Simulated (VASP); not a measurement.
A run of VASP 6.6.1 is set up as follows.

The input POSCAR:

```
CoPd3
1.0
    3.8503750000      0.0000000000      0.0000000000
    0.0000000000      3.8503750000      0.0000000000
    0.0000000000      0.0000000000      3.8503750000
Co Pd
1 3
Direct
    0.0000000000      0.0000000000      0.0000000000
    0.0000000000      0.5000000000      0.5000000000
    0.5000000000      0.0000000000      0.5000000000
    0.5000000000      0.5000000000      0.0000000000
```

The input INCAR.step1:

```
SYSTEM = CoPd3
ALGO = Normal
EDIFF = 1E-4
ENCUT = 520
GGA = PE
ISMEAR = -1
ISPIN = 2
LASPH = .True.
LCHARG = .False.
LMAXMIX = 4
LREAL = .False.
LWAVE = .True.
MAGMOM = 3.2 0 0 0
NBANDS = 32
NELM = 150
PREC = Accurate
SIGMA = 0.15
```

Contents of INCAR.step2:

```
SYSTEM = CoPd3
ALGO = Normal
EDIFF = 1E-6
ENCUT = 520
ISIF = 2
ISMEAR = -1
ISPIN = 2
ISTART = 1
LASPH = .True.
LCHARG = .True.
LELF = .True.
LMAXMIX = 4
LMIXTAU = .True.
LORBIT = 11
LREAL = .False.
LVHAR = .True.
LWAVE = .False.
MAGMOM = 3.2 0 0 0
METAGGA = R2SCAN
NBANDS = 32
NELM = 150
PREC = Accurate
SIGMA = 0.15
```

Contents of KPOINTS:

```
k-points
0
Gamma
  6 6 6
  0 0 0
```

Potentials or basis: VASP PAW PBE potentials, release 64 (Co, Pd).

Run with:

```console
$ cat potpaw_PBE.64/Co/POTCAR potpaw_PBE.64/Pd/POTCAR > POTCAR
$ cp INCAR.step1 INCAR
$ mpirun -np 1 vasp_std > vasp.out
$ cp INCAR.step2 INCAR
$ mpirun -np 1 vasp_std > vasp.out
```

(1) What does it give for the pressure?

(2) Predict the net moment.

Results:

(1) -1.3 GPa.

(2) 3.17 μB per cell.

Caveat: the PAW data sets were made with another functional, which shifts forces and pressure a little.
